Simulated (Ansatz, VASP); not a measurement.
## TaC3 in VASP and in Ansatz

```xyz
4
Lattice="3.2957 0.0000 0.0000 0.0000 3.2957 0.0000 0.0000 0.0000 3.2957" Properties=species:S:1:pos:R:3 pbc="T T T"
Ta    0.0000    0.0000    0.0000
C     0.0000    1.6478    1.6478
C     1.6478    0.0000    1.6478
C     1.6478    1.6478    0.0000
```

Alike in both runs: functional PBE; k mesh 14 × 14 × 14; occupations gaussian, width 0.1 eV; no spin polarisation.

Ansatz relaxed the structure, and its values are those at the end. VASP's run is a single point on that final structure, the one shown.

```csv
,VASP,Ansatz
version,VASP 6.6.1,Ansatz 0.2.0
potentials or method,"VASP PAW PBE potentials, release 64 (Ta_pv, C), cutoff 520 eV","scalar-relativistic, plane waves, PAW"
valence electrons in the cell,23,25
```

```csv
,VASP,Ansatz,Ansatz less VASP
gap on the k mesh at the Fermi level (eV),none,none,-
pressure (GPa),0.7,0.0,-0.72
```

A gap of «none» marks a metal or a gap that the smearing closes. VASP's potentials hold 23 valence electrons a cell and Ansatz's 25, so a difference there can come from the potentials and not from the codes.

Neither program's run includes spin-orbit coupling.
